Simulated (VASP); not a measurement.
# NaTaO in VASP: a series of runs

The runs below take NaTaO through single point, with PBE.

Program: VASP 6.6.1. These are calculated values, not measurements. Logs are shortened: lines on timing, memory, paths and dates and some standing lists are left out, and cuts for length are marked.

### Step 1. The cell of the first run

Symmetry: Cmmm, No. 65, orthorhombic system. The conventional cell has a = 4.619 Å, b = 4.645 Å, c = 4.068 Å, α = 90.00°, β = 90.00°, γ = 90.00°. Na (site symmetry mmm) has 4 O at 2.31 to 2.32 Å and 8 Ta at 3.08 to 3.09 Å within 3.1 Å. Within 2.7 Å of Ta (site symmetry mmm) lie 2 O at 2.03 Å. Within 2.7 Å of O (site symmetry mmm) lie 2 Ta at 2.03 Å and 4 Na at 2.31 to 2.32 Å.

The cell was generated, and may not be a known phase.

### Step 2. Single point, PBE

INCAR

```
SYSTEM = NaTaO
ALGO = Normal
EDIFF = 1E-6
ENCUT = 600
GGA = PE
GGA_COMPAT = .False.
ISIF = 2
ISMEAR = 0
LASPH = .True.
LCHARG = .True.
LELF = .True.
LREAL = .False.
LVHAR = .True.
LWAVE = .False.
NBANDS = 19
NELM = 120
PREC = Accurate
SIGMA = 0.2
```

KPOINTS

```
k-points
0
Gamma
  5 5 5
  0 0 0
```

POSCAR

```
NaTaO
1.0
    2.3097223900     -2.3224135562      0.0000000000
    2.3097223900      2.3224135562      0.0000000000
    0.0000000000      0.0000000000      4.0682556057
Na Ta O
1 1 1
Direct
    0.0000000000      0.0000000000      0.5000000000
    0.5000000000      0.5000000000      0.0000000000
    0.5000000000      0.5000000000      0.5000000000
```

Potentials or basis: VASP PAW PBE potentials, release 64 (Na_pv, Ta_pv, O).

On the command line:

```
$ cat potpaw_PBE.64/Na_pv/POTCAR potpaw_PBE.64/Ta_pv/POTCAR potpaw_PBE.64/O/POTCAR > POTCAR
$ mpirun -np 1 vasp_std > vasp.out
```

OUTCAR:

```text
SYSTEM = NaTaO
   EDIFF = 1E-6
   ENCUT = 600
   GGA = PE
   ISIF = 2
   ISMEAR = 0
   LASPH = .True.
   LREAL = .False.
   NELM = 120
   PREC = Accurate

 ion  position               nearest neighbor table
   1  0.000  0.000  0.500-   3 2.31   3 2.31   3 2.32   3 2.32   2 3.08   2 3.08   2 3.08   2 3.08
                             2 3.09   2 3.09   2 3.09   2 3.09
   2  0.500  0.500  0.000-   3 2.03   3 2.03   1 3.08   1 3.08   1 3.08   1 3.08   1 3.09   1 3.09
                             1 3.09   1 3.09
   3  0.500  0.500  0.500-   2 2.03   2 2.03   1 2.31   1 2.31   1 2.32   1 2.32

  LATTYP: Found a base centered orthorhombic cell.
 ALAT       =     4.6194447800
 B/A-ratio  =     1.0054946717
 C/A-ratio  =     0.8806806444

  Lattice vectors:

 A1 = (   2.3097223900,  -2.3224135562,   0.0000000000)
 A2 = (   2.3097223900,   2.3224135562,   0.0000000000)
 A3 = (   0.0000000000,   0.0000000000,   4.0682556057)

Analysis of symmetry for initial positions (statically):
=====================================================================
 Subroutine PRICEL returns:
 Original cell was already a primitive cell.

 Routine SETGRP: Setting up the symmetry group for a
 base centered orthorhombic supercell.

 Subroutine GETGRP returns: Found  8 space group operations
 (whereof  8 operations were pure point group operations)
 out of a pool of  8 trial point group operations.

The static configuration has the point symmetry D_2h.

Analysis of symmetry for dynamics (positions and initial velocities):
=====================================================================
 Subroutine PRICEL returns:
 Original cell was already a primitive cell.

 Routine SETGRP: Setting up the symmetry group for a
 base centered orthorhombic supercell.

 Subroutine GETGRP returns: Found  8 space group operations
 (whereof  8 operations were pure point group operations)
 out of a pool of  8 trial point group operations.

The dynamic configuration has the point symmetry D_2h.

 Subroutine INISYM returns: Found  8 space group operations
 (whereof  8 operations are pure point group operations),
 and found     1 'primitive' translations

----------------------------------------------------------------------------------------

                                     Primitive cell

  volume of cell :      43.6453

  direct lattice vectors                    reciprocal lattice vectors
     2.309722390 -2.322413556  0.000000000     0.216476232 -0.215293266  0.000000000
     2.309722390  2.322413556  0.000000000     0.216476232  0.215293266  0.000000000
     0.000000000  0.000000000  4.068255606     0.000000000  0.000000000  0.245805598

  length of vectors
     3.275427032  3.275427032  4.068255606     0.305308286  0.305308286  0.245805598

  position of ions in fractional coordinates (direct lattice)
     0.000000000  0.000000000  0.500000000
     0.500000000  0.500000000  0.000000000
     0.500000000  0.500000000  0.500000000

  ion indices of the primitive-cell ions
   primitive index   ion index
                 1           1
                 2           2
                 3           3

----------------------------------------------------------------------------------------

 KPOINTS: k-points

Automatic generation of k-mesh.
 Grid dimensions read from file:
 generate k-points for:    5    5    5

 Generating k-lattice:

  Cartesian coordinates                     Fractional coordinates (reciprocal lattice)
     0.043295246 -0.043058653  0.000000000     0.200000000  0.000000000  0.000000000
     0.043295246  0.043058653  0.000000000     0.000000000  0.200000000  0.000000000
     0.000000000  0.000000000  0.049161120     0.000000000  0.000000000  0.200000000

  Length of vectors
     0.061061657  0.061061657  0.049161120

  Shift w.r.t. Gamma in fractional coordinates (k-lattice)
     0.000000000  0.000000000  0.000000000

 Subroutine IBZKPT returns following result:
 ===========================================

 Found     27 irreducible k-points:

 Following reciprocal coordinates:
            Coordinates               Weight
  0.000000  0.000000  0.000000      1.000000
  0.200000 -0.000000  0.000000      4.000000
  0.400000  0.000000  0.000000      4.000000
  0.200000  0.200000  0.000000      2.000000
  0.400000  0.200000  0.000000      4.000000
 -0.400000  0.200000  0.000000      4.000000
[... 16 lines left out ...]
  0.400000  0.200000  0.400000      8.000000
 -0.400000  0.200000  0.400000      8.000000
 [... further k-points ...]
   k-points           NKPTS =     27   k-points in BZ     NKDIM =     27   number of bands    NBANDS=     19
   number of dos      NEDOS =    301   number of ions     NIONS =      3
   total plane-waves  NPLWV =  28224
   dimension x,y,z NGX =    28 NGY =   28 NGZ =   36
   dimension x,y,z NGXF=    56 NGYF=   56 NGZF=   72
   ions per type =               1   1   1
   NGX,Y,Z   is equivalent  to a cutoff of  14.21, 14.21, 14.71 a.u.
   NGXF,Y,Z  is equivalent  to a cutoff of  28.42, 28.42, 29.42 a.u.
 SYSTEM =  NaTaO
   PREC   = accura    normal or accurate (medium, high low for compatibility)
   ISTART =      0    job   : 0-new  1-cont  2-samecut
   ICHARG =      2    charge: 1-file 2-atom 10-const
   ISPIN  =      1    spin polarized calculation?
   LNONCOLLINEAR =      F non collinear calculations
   LSORBIT =      F    spin-orbit coupling
   LASPH  =      T    aspherical Exc in radial PAW
   ENCUT  =  600.0 eV  44.10 Ry    6.64 a.u.   6.54  6.54  8.13*2*pi/ulx,y,z
   NELM   =    120;   NELMIN=  2; NELMDL= -5     # of ELM steps
   EDIFF  = 0.1E-05   stopping-criterion for ELM
   LREAL  =      F    real-space projection
   EDIFFG = 0.1E-04   stopping-criterion for IOM
   NSW    =      0    number of steps for IOM
   IBRION =     -1    ionic relax: 0-MD 1-quasi-New 2-CG
   NFREE  =      0    steps in history (QN), initial steepest desc. (CG)
   ISIF   =      2    stress and relaxation
   ISYM   =      2    0-nonsym 1-usesym 2-fastsym
   POTIM  = 0.5000    time-step for ionic-motion
   TEBEG  =    0.0;   TEEND  =   0.0 temperature during run
   PSTRESS=    0.0 pullay stress
   NELECT =      24.0000    total number of electrons
   NUPDOWN=      -1.0000    fix difference up-down
   EMIN   =  10.00;   EMAX   =-10.00  energy-range for DOS
   EFERMI =   0.00;   METHOD = LEGACY
   ISMEAR =     0;   SIGMA  =   0.20  broadening in eV -4-tet -1-fermi 0-gaus
   EFERMI_NEDOS =   21; number of points for ismear=-14 and -15
   IALGO  =     38    algorithm
   IMIX   =      4    mixing-type and parameters
     AMIX     =   0.40;   BMIX     =  1.00
     AMIX_MAG =   1.60;   BMIX_MAG =  1.00
  volume/ion in A,a.u.               =      14.55        98.18
  Fermi-wavevector in a.u.,A,eV,Ry     =   1.341218  2.534535 24.475056  1.798866
  Thomas-Fermi vector in A             =   2.469469
   LORBIT       =      0    0 simple, 1 ext, 2 COOP (PROOUT), +10 PAW based schemes
   GGA     = PE    functional components
   LHFCALC =     F    Hartree Fock is set to
   AEXX    =    0.0000 exact exchange contribution
   IVDW    =     0    specifies the selected vdW correction
   LEPSILON=     F    determine dielectric tensor
   LRPA    =     F    only Hartree local field effects (RPA)
 non-spin polarized calculation
 Gauss-broadening in eV      SIGMA  =   0.20
  energy-cutoff  :      600.00
  volume of cell :       43.65
 maximum number of plane-waves:      1489
 NGX is ok and might be reduce to    28
   NGX = 13   NGY = 13   NGZ = 17

 number of electron      23.9999994 magnetization

 Free energy of the ion-electron system (eV)
  ---------------------------------------------------
  ext. energy  EPLUGINS =         0.00000000
  ---------------------------------------------------
  free energy    TOTEN  =       -20.82621687 eV

  energy without entropy =      -20.79751827  energy(sigma->0) =      -20.81186757

 E-fermi :   4.6396     XC(G=0): -10.8752

 val. band max:        4.5972930318   @ k =   0.4000   0.0000   0.4000
 cond. band min:       4.7189327044   @ k =  -0.4000   0.2000   0.2000
 fundamental gap:      0.1216396727
 Fermi energy:         4.6396000930

 k-point     1 :       0.0000    0.0000    0.0000
  band No.  band energies     occupation
      1     -30.9814      2.00000
      2     -30.3401      2.00000
      3     -30.3353      2.00000
      4     -19.0699      2.00000
      5     -19.0548      2.00000
      6     -19.0529      2.00000
[... 11 lines left out ...]
     18      13.5200      0.00000
     19      14.8226      0.00000

 k-point     2 :       0.2000   -0.0000    0.0000
  band No.  band energies     occupation
      1     -30.9743      2.00000
      2     -30.4087      2.00000
      3     -30.3317      2.00000
      4     -19.1406      2.00000
      5     -19.0683      2.00000
      6     -19.0485      2.00000
[... 11 lines left out ...]
     18      12.6757      0.00000
     19      14.1579      0.00000

 k-point     3 :       0.4000    0.0000    0.0000
  band No.  band energies     occupation
      1     -30.9629      2.00000
      2     -30.5216      2.00000
      3     -30.3222      2.00000
      4     -19.2695      2.00000
      5     -19.0657      2.00000
      6     -19.0398      2.00000
[... 11 lines left out ...]
     18      13.2411      0.00000
     19      15.4541      0.00000

 k-point     4 :       0.2000    0.2000    0.0000
  band No.  band energies     occupation
      1     -30.9675      2.00000
      2     -30.4055      2.00000
      3     -30.3991      2.00000
      4     -19.1540      2.00000
      5     -19.0812      2.00000
      6     -19.0659      2.00000
[... 407 lines left out ...]
     18      13.5031      0.00000
     19      14.3558      0.00000

 k-point    23 :       0.4000    0.2000    0.4000
  band No.  band energies     occupation
      1     -31.0411      2.00000
      2     -30.5116      2.00000
      3     -30.3887      2.00000
      4     -19.1922      2.00000
      5     -19.0766      2.00000
      6     -19.0688      2.00000
[... 11 lines left out ...]
     18      13.7444      0.00000
     19      14.1250      0.00000

 k-point    24 :      -0.4000    0.2000    0.4000
  band No.  band energies     occupation
      1     -31.0410      2.00000
      2     -30.5115      2.00000
      3     -30.3887      2.00000
      4     -19.1907      2.00000
      5     -19.0765      2.00000
      6     -19.0689      2.00000
[... 11 lines left out ...]
     18      13.7425      0.00000
     19      14.1169      0.00000

 [... further k-points ...]

------------------------ aborting loop because EDIFF is reached ----------------------------------------

  FORCE on cell =-STRESS in cart. coord.  units (eV):
  Direction    XX          YY          ZZ          XY          YZ          ZX
  --------------------------------------------------------------------------------------
  -------------------------------------------------------------------------------------
  Total        0.1223373     -0.0619315      0.0017485     -0.0000000      0.0000000      0.0000000
  in kB        4.4908857     -2.2734444      0.0641862     -0.0000000      0.0000000      0.0000000
  external PRESSURE =       0.7605425 kB  Pullay stress =       0.0000000 kB

 VOLUME and BASIS-vectors are now :
 -----------------------------------------------------------------------------
  energy-cutoff  :      600.00
  volume of cell :       43.65
      direct lattice vectors                 reciprocal lattice vectors
     2.309722390 -2.322413556  0.000000000     0.216476232 -0.215293266  0.000000000
     2.309722390  2.322413556  0.000000000     0.216476232  0.215293266  0.000000000
     0.000000000  0.000000000  4.068255606     0.000000000  0.000000000  0.245805598

 POSITION                                       TOTAL-FORCE (eV/Angst)
 -----------------------------------------------------------------------------------
      0.00000      0.00000      2.03413         0.000000      0.000000      0.000000
      2.30972      0.00000      0.00000        -0.000000     -0.000000      0.000000
      2.30972      0.00000      2.03413        -0.000000      0.000000      0.000000
 -----------------------------------------------------------------------------------
    total drift:                                0.000000      0.000000      0.000000

  FREE ENERGIE OF THE ION-ELECTRON SYSTEM (eV)
  ---------------------------------------------------
  free  energy   TOTEN  =       -20.8262168705 eV

  energy  without entropy=      -20.7975182719  energy(sigma->0) =      -20.81186757
```

Wall time 31 s (1 thread of Intel Xeon 8259CL, shared host); peak memory 0.19 GiB.

What came out:

| Quantity | Value |
| --- | --- |
| Free energy | -20.8262 eV |
| Pressure | 0.1 GPa |
| Band gap on the k mesh | zero (bands 12 and 13 overlap by 1.98 eV) |

Levels at points of the mesh, in eV from the Fermi level:
```
           k point  band 10  band 11  band 12  band 13  band 14  band 15
(0.00, 0.00, 0.00)    -4.54    -4.53    -1.77     1.21     1.23     2.66
```

Caveat: the k points lie up to 0.38 Å⁻¹ apart, too coarse for converged energies and pressures of a metal; spin-orbit coupling is left out, which moves the levels of the heavy elements.

### Step 3. Single point, PBE

This run uses another cell than the first one, of 14.42 Å³/atom.

INCAR

```
SYSTEM = NaTaO
PREC = Accurate ; ENCUT = 600
EDIFF = 1E-6 ; ISMEAR = 0
SIGMA = 0.2 ; LREAL = .False.
LASPH = .True. ; NELM = 120
ALGO = Normal ; ISIF = 2
LWAVE = .False. ; LCHARG = .False.
GGA = PE ; NBANDS = 19
GGA_COMPAT = .False.
```

KPOINTS

```
regular mesh
0
Gamma
  6 6 5
  0 0 0
```

POSCAR

```
NaTaO
1.0
    3.2570272235      0.0000000000      0.0000000000
    0.0000000000      3.2570272235      0.0000000000
    0.0000000000      0.0000000000      4.0780949180
Na Ta O
1 1 1
Direct
    0.5000000000      0.5000000000      0.0000000000
    0.0000000000      0.0000000000      0.5000000000
    0.0000000000      0.0000000000      0.0000000000
```

Potentials or basis: VASP PAW PBE potentials, release 64 (Na_pv, Ta_pv, O).

On the command line:

```
$ cat potpaw_PBE.64/Na_pv/POTCAR potpaw_PBE.64/Ta_pv/POTCAR potpaw_PBE.64/O/POTCAR > POTCAR
$ mpirun -np 1 vasp_std > vasp.out
```

OUTCAR:

```text
SYSTEM = NaTaO
   PREC = Accurate
   ENCUT = 600
   EDIFF = 1E-6
   ISMEAR = 0
   LREAL = .False.
   LASPH = .True.
   NELM = 120
   ISIF = 2
   GGA = PE

 ion  position               nearest neighbor table
   1  0.500  0.500  0.000-   3 2.30   3 2.30   3 2.30   3 2.30   2 3.08   2 3.08   2 3.08   2 3.08
                             2 3.08   2 3.08   2 3.08   2 3.08
   2  0.000  0.000  0.500-   3 2.04   3 2.04   1 3.08   1 3.08   1 3.08   1 3.08   1 3.08   1 3.08
                             1 3.08   1 3.08
   3  0.000  0.000  0.000-   2 2.04   2 2.04   1 2.30   1 2.30   1 2.30   1 2.30

  LATTYP: Found a simple tetragonal cell.
[... 727 lines left out ...]
  --------------------------------------------------------------------------------------
  -------------------------------------------------------------------------------------
  Total        0.0138926      0.0138926      0.1697574      0.0000000      0.0000000     -0.0000000
  in kB        0.5145120      0.5145120      6.2869372      0.0000000      0.0000000     -0.0000000
  external PRESSURE =       2.4386537 kB  Pullay stress =       0.0000000 kB

 VOLUME and BASIS-vectors are now :
 -----------------------------------------------------------------------------
  energy-cutoff  :      600.00
  volume of cell :       43.26
      direct lattice vectors                 reciprocal lattice vectors
     3.257027224  0.000000000  0.000000000     0.307028444  0.000000000  0.000000000
     0.000000000  3.257027224  0.000000000     0.000000000  0.307028444  0.000000000
     0.000000000  0.000000000  4.078094918     0.000000000  0.000000000  0.245212537

 POSITION                                       TOTAL-FORCE (eV/Angst)
 -----------------------------------------------------------------------------------
      1.62851      1.62851      0.00000         0.000000      0.000000      0.000000
      0.00000      0.00000      2.03905         0.000000      0.000000      0.000000
      0.00000      0.00000      0.00000         0.000000      0.000000      0.000000
 -----------------------------------------------------------------------------------
    total drift:                                0.000000      0.000000      0.000000

  FREE ENERGIE OF THE ION-ELECTRON SYSTEM (eV)
  ---------------------------------------------------
  free  energy   TOTEN  =       -20.7467905624 eV

  energy  without entropy=      -20.7245211369  energy(sigma->0) =      -20.73565585
```

It took 31 s on 1 thread of Intel Xeon 8259CL, shared host; peak memory 0.19 GiB.

Results:

| Quantity | Value |
| --- | --- |
| Free energy | -20.7468 eV |
| Pressure | 0.2 GPa |
| Band gap on the k mesh | zero (bands 12 and 13 overlap by 2.43 eV) |

Stress tensor (GPa, compression positive):
```
0.05 0.00 0.00
0.00 0.05 0.00
0.00 0.00 0.63
```

Levels at points of the mesh, in eV from the Fermi level:
| k point | band 9 | band 10 | band 11 | band 12 | band 13 | band 14 | band 15 | band 16 |
| --- | --- | --- | --- | --- | --- | --- | --- | --- |
| (0.00, 0.00, 0.00) | -5.14 | -4.46 | -4.46 | -1.88 | 1.24 | 1.24 | 2.66 | 4.14 |
| (0.50, 0.00, 0.00) | -4.96 | -4.51 | -2.61 | -1.13 | 0.78 | 0.89 | 1.55 | 4.03 |
| (0.50, 0.50, 0.00) | -5.58 | -4.77 | -2.59 | -0.75 | -0.75 | 3.98 | 4.24 | 4.30 |

Caveat: spin-orbit coupling is left out, which moves the levels of the heavy elements.

### Step 4. Single point, PBE

This run uses another cell than the first one, of 16.61 Å³/atom.

INCAR

```
ALGO = Normal
EDIFF = 1E-6
ENCUT = 600
GGA = PE
GGA_COMPAT = False
ISIF = 2
ISMEAR = 0
LASPH = True
LCHARG = False
LREAL = False
LWAVE = False
NBANDS = 19
NELM = 120
PREC = Accurate
SIGMA = 0.2
```

KPOINTS

```
k-points
0
Gamma
  6 6 4
```

POSCAR

```
NaTaO
1.0
    2.9332185806      0.0000000000      0.0000000000
    0.0000000000      2.9332185806      0.0000000000
    0.0000000000      0.0000000000      5.7929812432
Na Ta O
1 1 1
Direct
    0.0000000000      0.0000000000      0.5000000000
    0.0000000000      0.0000000000      0.0000000000
    0.5000000000      0.5000000000      0.5000000000
```

On the command line:

```
$ cat potpaw_PBE.64/Na_pv/POTCAR potpaw_PBE.64/Ta_pv/POTCAR potpaw_PBE.64/O/POTCAR > POTCAR
$ mpirun -np 1 vasp_std > vasp.out
```

Run time: 39 s. Hardware: 1 thread of Intel Xeon 8259CL, shared host; peak memory 0.19 GiB.

Results (log left out):

- Free energy: -15.4900 eV
- Pressure: 0.3 GPa
- Band gap on the k mesh: zero (bands 12 and 13 overlap by 0.76 eV)

Stress tensor (GPa, compression positive):
```
0.29 0.00 0.00
0.00 0.29 0.00
0.00 0.00 0.20
```

Levels at points of the mesh, in eV from the Fermi level:
```
           k point  band 10  band 11  band 12  band 13  band 14  band 15
(0.00, 0.00, 0.00)    -2.09    -0.82    -0.13    -0.13     2.46     2.46
(0.50, 0.00, 0.00)    -2.00    -0.34     0.11     0.68     1.21     1.82
(0.50, 0.50, 0.00)    -1.67    -1.01    -0.58    -0.58     0.92     5.73
(0.00, 0.00, 0.50)    -2.09    -0.16    -0.16     0.89     1.26     2.53
(0.50, 0.00, 0.50)    -1.99    -1.47    -0.33     0.23     1.80     2.17
(0.50, 0.50, 0.50)    -1.96    -0.60    -0.05    -0.05     1.19     5.15
```

Caveat: spin-orbit coupling is left out, which moves the levels of the heavy elements.

(Part 1 of 2 ends here.)

The gap in the log of VASP goes by the Fermi energy; the results here count the filled bands.